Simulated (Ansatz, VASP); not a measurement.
One calculation of KBr, two programs

The input POSCAR:

```
KBr
1.0
    0.0000000000      3.3672088640      3.3672088640
    3.3672088640      0.0000000000      3.3672088640
    3.3672088640      3.3672088640      0.0000000000
K Br
1 1
Direct
    0.0000000000      0.0000000000      0.0000000000
    0.5000000000      0.5000000000      0.5000000000
```

INCAR.step1

```
PREC = Accurate
ENCUT = 520
ISMEAR = 0
SIGMA = 0.01
LREAL = F
LASPH = T
NELM = 100
NBANDS = 15
GGA = PE
ALGO = Normal
EDIFF = 1E-4
LWAVE = T
LCHARG = F
```

Contents of INCAR.step2:

```
PREC = Accurate
ENCUT = 520
EDIFF = 1E-6
ISMEAR = 0
SIGMA = 0.01
LREAL = F
LASPH = T
NELM = 100
ALGO = Normal
ISIF = 2
LWAVE = F
LCHARG = T
METAGGA = R2SCAN
LMIXTAU = T
LELF = T
LVHAR = T
NBANDS = 15
ISTART = 1
```

Contents of KPOINTS:

```
Automatic mesh
0
Gamma
  6 6 6
```

Input for Ansatz:

```yaml
crystal:
  lattice:
    - [0.0, 3.367208864, 3.367208864]
    - [3.367208864, 0.0, 3.367208864]
    - [3.367208864, 3.367208864, 0.0]
  atoms:
    - { symbol: K, position: [0.0, 0.0, 0.0] }
    - { symbol: Br, position: [0.5, 0.5, 0.5] }
kpoints:
  mp_grid: { grid: [6, 6, 6] }
hamiltonian:
  xc: r2scan
scf:
  occupations: { method: fixed }
  n_extra_bands: 4
output:
  forces: true
  stress: true
  eigenvalues: true
```

Alike in both runs: task single point; functional r2SCAN; k mesh 6 × 6 × 6; no spin polarisation.

|  | VASP | Ansatz |
| --- | --- | --- |
| version | VASP 6.6.1 | Ansatz 0.2.0 |
| potentials or method | VASP PAW PBE potentials, release 64 (K_sv, Br) | plane waves, PAW |
| plane-wave cutoff (eV) | 520 | 500 |
| occupations | gaussian, width 0.01 eV | fixed |
| valence electrons in the cell | 16 | 16 |

|  | VASP | Ansatz | Ansatz less VASP |
| --- | --- | --- | --- |
| gap on the k mesh at the Fermi level (eV) | 4.91 | 4.91 | -0.002 |
| pressure (GPa) | -0.8 | -0.8 | +0.01 |

VASP's potentials were made for PBE, not for r2SCAN.
